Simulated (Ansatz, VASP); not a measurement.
**One calculation of WC, two programs**

```
CELL_PARAMETERS angstrom
2.92608 0.00000 0.00000
-1.46304 2.53406 0.00000
0.00000 0.00000 2.70051
ATOMIC_POSITIONS crystal
W 0.00000 0.00000 0.00000
C 0.66667 0.33333 0.50000
```

Alike in both runs: task single point; functional PBEsol; k mesh 24 × 24 × 18; occupations gaussian, width 0.1 eV; no spin polarisation.

|  | VASP | Ansatz |
| --- | --- | --- |
| version | VASP 6.6.1 | Ansatz 0.2.0 |
| potentials or method | VASP PAW PBE potentials, release 64 (W_sv, C_h) | scalar-relativistic, plane waves, PAW |
| plane-wave cutoff (eV) | 1300 | 420 |
| valence electrons in the cell | 18 | 18 |

Ansatz gave:

* gap on the k mesh at the Fermi level (eV): none
* pressure (GPa): 15.4
* traceless stress, the component that is largest in VASP (GPa): 30.73

Which values does VASP return?

gap on the k mesh at the Fermi level (eV): none; pressure (GPa): 16.8; traceless stress, the component that is largest in VASP (GPa): 31.11.

VASP's potentials were made for PBE, not for PBEsol. A gap of «none» marks a metal or a gap that the smearing closes.

Neither program's run includes spin-orbit coupling.
